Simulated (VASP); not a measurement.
# CaMg (P-6m2) in VASP: further runs

The runs below take CaMg through single point, with LDA.

Everything below comes from runs of VASP 6.6.1. Logs are shortened: lines on timing, memory, paths and dates and some standing lists are left out, and cuts for length are marked.

**1. The cell of the first run**

The structure is hexagonal, space group P-6m2 (No. 187). Conventional cell: a = 3.452 Å, b = 3.452 Å, c = 6.349 Å, α = 90.00°, β = 90.00°, γ = 120.00°. Ca (site symmetry -6m2) has 6 Ca at 3.45 Å and 6 Mg at 3.75 Å within 4.5 Å. Within 4.5 Å of Mg (site symmetry -6m2) lie 6 Mg at 3.45 Å and 6 Ca at 3.75 Å.

**2. Single point, LDA**

File INCAR:

```
SYSTEM = CaMg
  PREC = Accurate
  ENCUT = 520
  EDIFF = 1E-6
  ISMEAR = 0
  SIGMA = 0.15
  LREAL = .False.
  LASPH = .True.
  NELM = 100
  ALGO = Fast
  ISIF = 2
  LWAVE = .False.
  LCHARG = .False.
  GGA = CA
  NBANDS = 13
```

File KPOINTS:

```
Automatic mesh
0
Gamma
  18 18 10
  0 0 0
```

File POSCAR:

```
CaMg
1.0
    3.4518317079      0.0000000000      0.0000000000
   -1.7259158540      2.9893739486      0.0000000000
    0.0000000000      0.0000000000      6.3489419797
Ca Mg
1 1
Direct
    0.0000000000      0.0000000000      0.5000000000
    0.6666666667      0.3333333333      0.0000000000
```

Potentials or basis: VASP PAW LDA potentials, release 64 (Ca_sv, Mg).

Started as:

```sh
cat potpaw_LDA.64/Ca_sv/POTCAR potpaw_LDA.64/Mg/POTCAR > POTCAR
mpirun -np 1 vasp_std > vasp.out
```

OUTCAR:

```text
SYSTEM = CaMg
   PREC = Accurate
   ENCUT = 520
   EDIFF = 1E-6
   ISMEAR = 0
   LREAL = .False.
   LASPH = .True.
   NELM = 100
   ISIF = 2
   GGA = CA

 ion  position               nearest neighbor table
   1  0.000  0.000  0.500-
   2  0.667  0.333  0.000-

  LATTYP: Found a hexagonal cell.
 ALAT       =     3.4518317079
 C/A-ratio  =     1.8392965002

  Lattice vectors:

 A1 = (   3.4518317079,   0.0000000000,   0.0000000000)
 A2 = (  -1.7259158540,   2.9893739486,   0.0000000000)
 A3 = (   0.0000000000,   0.0000000000,   6.3489419797)

Analysis of symmetry for initial positions (statically):
=====================================================================
 Subroutine PRICEL returns:
 Original cell was already a primitive cell.

 Routine SETGRP: Setting up the symmetry group for a
 hexagonal supercell.

 Subroutine GETGRP returns: Found 12 space group operations
 (whereof 12 operations were pure point group operations)
 out of a pool of 24 trial point group operations.

The static configuration has the point symmetry D_3h.

Analysis of symmetry for dynamics (positions and initial velocities):
=====================================================================
 Subroutine PRICEL returns:
 Original cell was already a primitive cell.

 Routine SETGRP: Setting up the symmetry group for a
 hexagonal supercell.

 Subroutine GETGRP returns: Found 12 space group operations
 (whereof 12 operations were pure point group operations)
 out of a pool of 24 trial point group operations.

The dynamic configuration has the point symmetry D_3h.

 Subroutine INISYM returns: Found 12 space group operations
 (whereof 12 operations are pure point group operations),
 and found     1 'primitive' translations

----------------------------------------------------------------------------------------

                                     Primitive cell

  volume of cell :      65.5136

  direct lattice vectors                    reciprocal lattice vectors
     3.451831708  0.000000000  0.000000000     0.289701261  0.167259101  0.000000000
    -1.725915854  2.989373949  0.000000000     0.000000000  0.334518203  0.000000000
     0.000000000  0.000000000  6.348941980     0.000000000  0.000000000  0.157506558

  length of vectors
     3.451831708  3.451831708  6.348941980     0.334518203  0.334518203  0.157506558

[... 83 lines left out ...]
   NSW    =      0    number of steps for IOM
   IBRION =     -1    ionic relax: 0-MD 1-quasi-New 2-CG
   NFREE  =      0    steps in history (QN), initial steepest desc. (CG)
   ISIF   =      2    stress and relaxation
   ISYM   =      2    0-nonsym 1-usesym 2-fastsym
   POTIM  = 0.5000    time-step for ionic-motion
   TEBEG  =    0.0;   TEEND  =   0.0 temperature during run
   PSTRESS=    0.0 pullay stress
   NELECT =      12.0000    total number of electrons
   NUPDOWN=      -1.0000    fix difference up-down
   EMIN   =  10.00;   EMAX   =-10.00  energy-range for DOS
   EFERMI =   0.00;   METHOD = LEGACY
   ISMEAR =     0;   SIGMA  =   0.15  broadening in eV -4-tet -1-fermi 0-gaus
   EFERMI_NEDOS =   21; number of points for ismear=-14 and -15
   IALGO  =     68    algorithm
   IMIX   =      4    mixing-type and parameters
     AMIX     =   0.40;   BMIX     =  1.00
     AMIX_MAG =   1.60;   BMIX_MAG =  1.00
  volume/ion in A,a.u.               =      32.76       221.05
  Fermi-wavevector in a.u.,A,eV,Ry     =   0.929733  1.756940 11.760919  0.864403
  Thomas-Fermi vector in A             =   2.056047
   LORBIT       =      0    0 simple, 1 ext, 2 COOP (PROOUT), +10 PAW based schemes
   GGA     = CA    functional components
   LHFCALC =     F    Hartree Fock is set to
   AEXX    =    0.0000 exact exchange contribution
   IVDW    =     0    specifies the selected vdW correction
   LEPSILON=     F    determine dielectric tensor
   LRPA    =     F    only Hartree local field effects (RPA)
 non-spin polarized calculation
 RMM-DIIS sequential band-by-band and
 Gauss-broadening in eV      SIGMA  =   0.15
  energy-cutoff  :      520.00
  volume of cell :       65.51
 maximum number of plane-waves:      1790
 NGX is ok and might be reduce to    28

 number of electron      11.9999997 magnetization

 Free energy of the ion-electron system (eV)
  ---------------------------------------------------
  ext. energy  EPLUGINS =         0.00000000
  ---------------------------------------------------
  free energy    TOTEN  =        -3.74979414 eV

  energy without entropy =       -3.73192459  energy(sigma->0) =       -3.74085937

 E-fermi :   1.9184     XC(G=0):  -8.2137

 val. band max:        1.9174906283   @ k =   0.3333   0.2778   0.1000
 cond. band min:       1.9292897132   @ k =   0.3333   0.2222   0.4000
 fundamental gap:      0.0117990849
 Fermi energy:         1.9184121034

 k-point     1 :       0.0000    0.0000    0.0000
  band No.  band energies     occupation
      1     -39.3144      2.00000
      2     -20.5907      2.00000
      3     -20.4501      2.00000
      4     -20.4501      2.00000
      5      -3.2568      2.00000
      6       0.2007      2.00000
      7       0.8872      2.00000
      8       4.5153      0.00000
      9       4.5153      0.00000
     10       5.1670      0.00000
     11       6.0834      0.00000
     12       6.0834      0.00000
     13      11.3929      0.00000
[... 354 lines left out ...]
  band No.  band energies     occupation
      1     -39.2653      2.00000
      2     -20.8051      2.00000
      3     -20.5628      2.00000
      4     -20.5317      2.00000
      5       0.1469      2.00000
      6       1.6887      1.96965
      7       2.2029      0.00732
      8       2.5380      0.00000
      9       4.5998      0.00000
     10       4.6596      0.00000
     11       5.8868      0.00000
     12       6.2010      0.00000
     13       7.1508      0.00000

 [... further k-points ...]
[... 5 lines left out ...]
  --------------------------------------------------------------------------------------
  -------------------------------------------------------------------------------------
  Total        0.1112361      0.1112361     -2.6581870     -0.0000000      0.0000000     -0.0000000
  in kB        2.7203519      2.7203519    -65.0077135     -0.0000000      0.0000000     -0.0000000
  external PRESSURE =     -19.8556699 kB  Pullay stress =       0.0000000 kB

 VOLUME and BASIS-vectors are now :
 -----------------------------------------------------------------------------
  energy-cutoff  :      520.00
  volume of cell :       65.51
      direct lattice vectors                 reciprocal lattice vectors
     3.451831708  0.000000000  0.000000000     0.289701261  0.167259101  0.000000000
    -1.725915854  2.989373949  0.000000000     0.000000000  0.334518203  0.000000000
     0.000000000  0.000000000  6.348941980     0.000000000  0.000000000  0.157506558

 POSITION                                       TOTAL-FORCE (eV/Angst)
 -----------------------------------------------------------------------------------
      0.00000      0.00000      3.17447        -0.000000      0.000000      0.000000
      1.72592      0.99646      0.00000         0.000000      0.000000      0.000000
 -----------------------------------------------------------------------------------
    total drift:                                0.000000     -0.000000      0.000000

  FREE ENERGIE OF THE ION-ELECTRON SYSTEM (eV)
  ---------------------------------------------------
  free  energy   TOTEN  =        -3.7497941376 eV

  energy  without entropy=       -3.7319245949  energy(sigma->0) =       -3.74085937
```

Run time: 6 min. Hardware: 1 thread of Intel Xeon 8259CL, shared host; peak memory 0.34 GiB.

What came out:

* Free energy: -3.7498 eV
* Pressure: -2.0 GPa
* Band gap on the k mesh: zero (bands 6 and 7 overlap by 1.40 eV)

Stress tensor (GPa, compression positive):
```
 0.27  0.00  0.00
 0.00  0.27  0.00
 0.00  0.00 -6.50
```

Caveat: the stress differs along the axes, from -7 to 0 GPa.

**3. Single point, LDA**

This run uses another cell than the first one, of the same volume but with other edges.

File INCAR:

```
SYSTEM = CaMg
PREC     = Accurate       ! precision mode
ENCUT    = 520            ! plane-wave cutoff, eV
EDIFF    = 1E-7           ! SCF threshold, eV
ISMEAR   = 0              ! smearing method
SIGMA    = 0.15           ! smearing width, eV
LREAL    = .False.        ! projectors in reciprocal space
LASPH    = .True.         ! aspherical terms in the spheres
NELM     = 60             ! most SCF steps
ALGO     = Fast           ! electronic algorithm
ISIF     = 2              ! what is computed and relaxed
LWAVE    = .False.        ! write WAVECAR
LCHARG   = .False.        ! write CHGCAR
GGA      = CA             ! functional
NBANDS   = 13             ! bands
```

KPOINTS is that of step 2.

File POSCAR:

```
CaMg
1.0
    3.7714997797      0.0000000000      0.0000000000
   -1.8857498898      3.2662146196      0.0000000000
    0.0000000000      0.0000000000      5.3182948648
Ca Mg
1 1
Direct
    0.0000000000      0.0000000000      0.5000000000
    0.6666666667      0.3333333333      0.0000000000
```

Potentials or basis: VASP PAW LDA potentials, release 64 (Ca_sv, Mg).

Started as:

```sh
cat potpaw_LDA.64/Ca_sv/POTCAR potpaw_LDA.64/Mg/POTCAR > POTCAR
mpirun -np 1 vasp_std > vasp.out
```

OUTCAR:

```text
SYSTEM = CaMg
   PREC = Accurate
   ENCUT = 520
   EDIFF = 1E-7
   ISMEAR = 0
   LREAL = .False.
   LASPH = .True.
   NELM = 60
   ISIF = 2
   GGA = CA

 ion  position               nearest neighbor table
   1  0.000  0.000  0.500-
   2  0.667  0.333  0.000-

  LATTYP: Found a hexagonal cell.
 ALAT       =     3.7714997797
 C/A-ratio  =     1.4101273168

  Lattice vectors:

 A1 = (   3.7714997797,   0.0000000000,   0.0000000000)
 A2 = (  -1.8857498898,   3.2662146196,   0.0000000000)
 A3 = (   0.0000000000,   0.0000000000,   5.3182948648)

Analysis of symmetry for initial positions (statically):
=====================================================================
 Subroutine PRICEL returns:
 Original cell was already a primitive cell.

 Routine SETGRP: Setting up the symmetry group for a
 hexagonal supercell.

 Subroutine GETGRP returns: Found 12 space group operations
 (whereof 12 operations were pure point group operations)
 out of a pool of 24 trial point group operations.

The static configuration has the point symmetry D_3h.

Analysis of symmetry for dynamics (positions and initial velocities):
=====================================================================
 Subroutine PRICEL returns:
 Original cell was already a primitive cell.

 Routine SETGRP: Setting up the symmetry group for a
 hexagonal supercell.

 Subroutine GETGRP returns: Found 12 space group operations
 (whereof 12 operations were pure point group operations)
 out of a pool of 24 trial point group operations.

The dynamic configuration has the point symmetry D_3h.

 Subroutine INISYM returns: Found 12 space group operations
 (whereof 12 operations are pure point group operations),
 and found     1 'primitive' translations

----------------------------------------------------------------------------------------

                                     Primitive cell

  volume of cell :      65.5136

  direct lattice vectors                    reciprocal lattice vectors
     3.771499780  0.000000000  0.000000000     0.265146509  0.153082408  0.000000000
    -1.885749890  3.266214620  0.000000000     0.000000000  0.306164817  0.000000000
     0.000000000  0.000000000  5.318294865     0.000000000  0.000000000  0.188030191

  length of vectors
     3.771499780  3.771499780  5.318294865     0.306164817  0.306164817  0.188030191

  position of ions in fractional coordinates (direct lattice)
     0.000000000  0.000000000  0.500000000
     0.666666667  0.333333333  0.000000000

  ion indices of the primitive-cell ions
   primitive index   ion index
                 1           1
                 2           2

----------------------------------------------------------------------------------------

 KPOINTS: Automatic mesh

Automatic generation of k-mesh.
 Grid dimensions read from file:
 generate k-points for:   18   18   10

 Generating k-lattice:

  Cartesian coordinates                     Fractional coordinates (reciprocal lattice)
     0.014730362  0.008504578  0.000000000     0.055555556  0.000000000  0.000000000
     0.000000000  0.017009156  0.000000000     0.000000000  0.055555556  0.000000000
     0.000000000  0.000000000  0.018803019     0.000000000  0.000000000  0.100000000

  Length of vectors
     0.017009156  0.017009156  0.018803019

  Shift w.r.t. Gamma in fractional coordinates (k-lattice)
     0.000000000  0.000000000  0.000000000

 Subroutine IBZKPT returns following result:
 ===========================================

 Found    222 irreducible k-points:

 Following reciprocal coordinates:
            Coordinates               Weight
  0.000000  0.000000  0.000000      1.000000
  0.055556  0.000000  0.000000      6.000000
  0.111111  0.000000  0.000000      6.000000
  0.166667  0.000000  0.000000      6.000000
  0.222222  0.000000  0.000000      6.000000
  0.277778  0.000000  0.000000      6.000000
[... 16 lines left out ...]
  0.333333  0.111111  0.000000     12.000000
  0.388889  0.111111  0.000000     12.000000
 [... further k-points ...]
   k-points           NKPTS =    222   k-points in BZ     NKDIM =    222   number of bands    NBANDS=     13
   number of dos      NEDOS =    301   number of ions     NIONS =      2
   total plane-waves  NPLWV =  31360
   dimension x,y,z NGX =    28 NGY =   28 NGZ =   40
   dimension x,y,z NGXF=    56 NGYF=   56 NGZF=   80
   ions per type =               1   1
   NGX,Y,Z   is equivalent  to a cutoff of  12.34, 12.34, 12.50 a.u.
   NGXF,Y,Z  is equivalent  to a cutoff of  24.68, 24.68, 25.01 a.u.
 SYSTEM =  CaMg
   PREC   = accura    normal or accurate (medium, high low for compatibility)
   ISTART =      0    job   : 0-new  1-cont  2-samecut
   ICHARG =      2    charge: 1-file 2-atom 10-const
   ISPIN  =      1    spin polarized calculation?
   LNONCOLLINEAR =      F non collinear calculations
   LSORBIT =      F    spin-orbit coupling
   LASPH  =      T    aspherical Exc in radial PAW
   ENCUT  =  520.0 eV  38.22 Ry    6.18 a.u.   7.01  7.01  9.89*2*pi/ulx,y,z
   NELM   =     60;   NELMIN=  2; NELMDL= -5     # of ELM steps
   EDIFF  = 0.1E-06   stopping-criterion for ELM
   LREAL  =      F    real-space projection
   EDIFFG = 0.1E-05   stopping-criterion for IOM
   NSW    =      0    number of steps for IOM
   IBRION =     -1    ionic relax: 0-MD 1-quasi-New 2-CG
   NFREE  =      0    steps in history (QN), initial steepest desc. (CG)
   ISIF   =      2    stress and relaxation
   ISYM   =      2    0-nonsym 1-usesym 2-fastsym
   POTIM  = 0.5000    time-step for ionic-motion
   TEBEG  =    0.0;   TEEND  =   0.0 temperature during run
   PSTRESS=    0.0 pullay stress
   NELECT =      12.0000    total number of electrons
   NUPDOWN=      -1.0000    fix difference up-down
   EMIN   =  10.00;   EMAX   =-10.00  energy-range for DOS
   EFERMI =   0.00;   METHOD = LEGACY
   ISMEAR =     0;   SIGMA  =   0.15  broadening in eV -4-tet -1-fermi 0-gaus
   EFERMI_NEDOS =   21; number of points for ismear=-14 and -15
   IALGO  =     68    algorithm
   IMIX   =      4    mixing-type and parameters
     AMIX     =   0.40;   BMIX     =  1.00
     AMIX_MAG =   1.60;   BMIX_MAG =  1.00
  volume/ion in A,a.u.               =      32.76       221.05
  Fermi-wavevector in a.u.,A,eV,Ry     =   0.929733  1.756940 11.760919  0.864403
  Thomas-Fermi vector in A             =   2.056047
   LORBIT       =      0    0 simple, 1 ext, 2 COOP (PROOUT), +10 PAW based schemes
   GGA     = CA    functional components
   LHFCALC =     F    Hartree Fock is set to
   AEXX    =    0.0000 exact exchange contribution
   IVDW    =     0    specifies the selected vdW correction
   LEPSILON=     F    determine dielectric tensor
   LRPA    =     F    only Hartree local field effects (RPA)
 non-spin polarized calculation
 RMM-DIIS sequential band-by-band and
 Gauss-broadening in eV      SIGMA  =   0.15
  energy-cutoff  :      520.00
  volume of cell :       65.51
 maximum number of plane-waves:      1788
 NGX is ok and might be reduce to    28

 number of electron      12.0000001 magnetization

 Free energy of the ion-electron system (eV)
  ---------------------------------------------------
  ext. energy  EPLUGINS =         0.00000000
  ---------------------------------------------------
  free energy    TOTEN  =        -3.93643513 eV

  energy without entropy =       -3.91788941  energy(sigma->0) =       -3.92716227

 E-fermi :   1.9253     XC(G=0):  -8.2113

 val. band max:        1.9232278824   @ k =   0.3889   0.0556   0.3000
 cond. band min:       1.9285777513   @ k =   0.3889   0.0556   0.4000
 fundamental gap:      0.0053498689
 Fermi energy:         1.9252767640

 k-point     1 :       0.0000    0.0000    0.0000
  band No.  band energies     occupation
      1     -39.3191      2.00000
      2     -20.6391      2.00000
      3     -20.5375      2.00000
      4     -20.5375      2.00000
      5      -3.2218      2.00000
      6       1.4803      1.99997
      7       2.0654      0.18656
      8       4.3704      0.00000
      9       4.3704      0.00000
     10       5.5263      0.00000
     11       5.5263      0.00000
     12       6.9441      0.00000
     13      10.1079      0.00000
[... 353 lines left out ...]
 k-point    24 :       0.3889    0.1111    0.0000
  band No.  band energies     occupation
      1     -39.3030      2.00000
      2     -20.6909      2.00000
      3     -20.6148      2.00000
      4     -20.5871      2.00000
      5      -0.3706      2.00000
      6       1.0579      2.00000
      7       2.4554      0.00000
      8       2.7604      0.00000
      9       4.5432      0.00000
     10       5.3375      0.00000
     11       6.0360      0.00000
     12       6.2079      0.00000
     13       6.6993      0.00000

 [... further k-points ...]
[... 5 lines left out ...]
  --------------------------------------------------------------------------------------
  -------------------------------------------------------------------------------------
  Total       -0.7894918     -0.7894918     -0.3794262     -0.0000000      0.0000000      0.0000000
  in kB      -19.3075414    -19.3075414     -9.2791170     -0.0000000      0.0000000      0.0000000
  external PRESSURE =     -15.9647332 kB  Pullay stress =       0.0000000 kB

 VOLUME and BASIS-vectors are now :
 -----------------------------------------------------------------------------
  energy-cutoff  :      520.00
  volume of cell :       65.51
      direct lattice vectors                 reciprocal lattice vectors
     3.771499780  0.000000000  0.000000000     0.265146509  0.153082408  0.000000000
    -1.885749890  3.266214620  0.000000000     0.000000000  0.306164817  0.000000000
     0.000000000  0.000000000  5.318294865     0.000000000  0.000000000  0.188030191

 POSITION                                       TOTAL-FORCE (eV/Angst)
 -----------------------------------------------------------------------------------
      0.00000      0.00000      2.65915         0.000000     -0.000000      0.000000
      1.88575      1.08874      0.00000         0.000000      0.000000      0.000000
 -----------------------------------------------------------------------------------
    total drift:                                0.000000     -0.000000     -0.000000

  FREE ENERGIE OF THE ION-ELECTRON SYSTEM (eV)
  ---------------------------------------------------
  free  energy   TOTEN  =        -3.9364351300 eV

  energy  without entropy=       -3.9178894052  energy(sigma->0) =       -3.92716227
```

Wall time 7.6 min (1 thread of Intel Xeon 8259CL, shared host); peak memory 0.33 GiB.

What came out:

```
Free energy            : -3.9364 eV
Pressure               : -1.6 GPa
Band gap on the k mesh : zero (bands 6 and 7 overlap by 0.89 eV)
```

Stress tensor (GPa, compression positive):
```
-1.93  0.00  0.00
 0.00 -1.93  0.00
 0.00  0.00 -0.93
```

Levels at points of the mesh, in eV from the Fermi level:
```tsv
k point	band 2	band 3	band 4	band 5	band 6	band 7	band 8	band 9	band 10	band 11
(0.00, 0.00, 0.00)	-22.56	-22.46	-22.46	-5.15	-0.44	0.14	2.45	2.45	3.60	3.60
(0.50, 0.00, 0.00)	-22.63	-22.54	-22.50	-1.98	-1.43	0.46	0.86	3.07	3.78	4.09
(0.00, 0.00, 0.50)	-22.57	-22.46	-22.46	-4.08	-3.26	1.90	2.50	2.50	3.39	3.39
(0.50, 0.00, 0.50)	-22.63	-22.54	-22.50	-1.61	-0.58	-0.47	0.39	2.46	2.58	4.33
```

(Part 1 of 2 ends here.)
